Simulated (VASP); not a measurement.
Input of a VASP 6.6.1 run:

File INCAR:

```
  PREC = Accurate
  ENCUT = 520
  EDIFF = 1E-7
  ISMEAR = -1
  SIGMA = 0.05
  LREAL = False
  LASPH = True
  NELM = 150
  ALGO = Normal
  ISIF = 2
  LWAVE = False
  LCHARG = False
  LNONCOLLINEAR = True
  MAGMOM = 0 0 0 0 0 0 0 0 0 0 0 0 0 0 0
  LORBIT = 11
  LSORBIT = True
  GGA_COMPAT = False
  LORBMOM = True
  LMAXMIX = 4
  GGA = PE
  NBANDS = 53
```

File KPOINTS:

```
regular mesh
0
Gamma
  5 5 5
```

POSCAR

```
KTaO3
1.0
    3.9883000000      0.0000000000      0.0000000000
    0.0000000000      3.9883000000      0.0000000000
    0.0000000000      0.0000000000      3.9883000000
Ta K O
1 1 3
Direct
    0.0000000000      0.0000000000      0.0000000000
    0.5000000000      0.5000000000      0.5000000000
    0.0000000000      0.0000000000      0.5000000000
    0.0000000000      0.5000000000      0.0000000000
    0.5000000000      0.0000000000      0.0000000000
```

Potentials or basis: VASP PAW PBE potentials, release 64 (Ta_pv, K_sv, O).

Run with:

```sh
$ cat potpaw_PBE.64/Ta_pv/POTCAR potpaw_PBE.64/K_sv/POTCAR potpaw_PBE.64/O/POTCAR > POTCAR
$ mpirun -np 1 vasp_ncl > vasp.out
```

Task: What does it give for the pressure?

Result: 6.3 GPa.

Task: Estimate the net moment.

Result: 0.00 μB per cell.

Moments on the atoms (μB; x, y, z):
```
Ta  0.00 0.00 0.00
K   0.00 0.00 0.00
O   0.00 0.00 0.00
O   0.00 0.00 0.00
O   0.00 0.00 0.00
```
